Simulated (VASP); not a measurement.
Crystal: Ta.

```
CELL_PARAMETERS angstrom
2.96696 0.00000 0.00000
-1.48348 2.56946 0.00000
0.00000 0.00000 4.80647
ATOMIC_POSITIONS crystal
Ta 0.33333 0.66667 0.25000
Ta 0.66667 0.33333 0.75000
```

This isn't the form of Ta at room conditions, which is bcc.

* Program: VASP 6.6.1
* Task: relaxation of cell and atoms
* Functional: PBE
* Potentials or basis: VASP PAW PBE potentials, release 64 (Ta_pv)
* Cutoff: 600 eV
* k mesh: 15 × 15 × 8
* Occupations: fermi-dirac, width 0.08 eV
* Spin: no spin polarisation

At the start: pressure 4.5 GPa; volume 18.32 Å³/atom.

Q: How do energy, volume and symmetry change on relaxing?

A: Over 7 steps the energy falls by 56.8 meV/atom and the volume is 18.75 Å³/atom (+2.3 %); space group P6_3/mmc (No. 194, to 0.1 Å) before and after.

The path:
```
step  energy change (eV)  largest force (eV/Å)  pressure (GPa)  volume (Å³)
   1              0.0000                0.0000            4.53        36.64
   2             -0.0500                0.0000           -8.70        39.40
   3             -0.0678                0.0000           -4.75        38.45
   4             -0.1038                0.0000           -0.02        37.57
   5             -0.1115                0.0000           -1.58        37.83
   6             -0.1116                0.0000            1.61        37.18
   7             -0.1135                0.0000            0.01        37.49
```

Final structure:
```cif
data_structure
_symmetry_space_group_name_H-M 'P 1'
_symmetry_Int_Tables_number 1
_cell_length_a 2.9012
_cell_length_b 2.9012
_cell_length_c 5.1438
_cell_angle_alpha 90.000
_cell_angle_beta 90.000
_cell_angle_gamma 120.000
_cell_volume 37.49
loop_
_atom_site_label
_atom_site_type_symbol
_atom_site_fract_x
_atom_site_fract_y
_atom_site_fract_z
_atom_site_occupancy
Ta1 Ta 0.33333 0.66667 0.25000 1
Ta2 Ta 0.66667 0.33333 0.75000 1
```
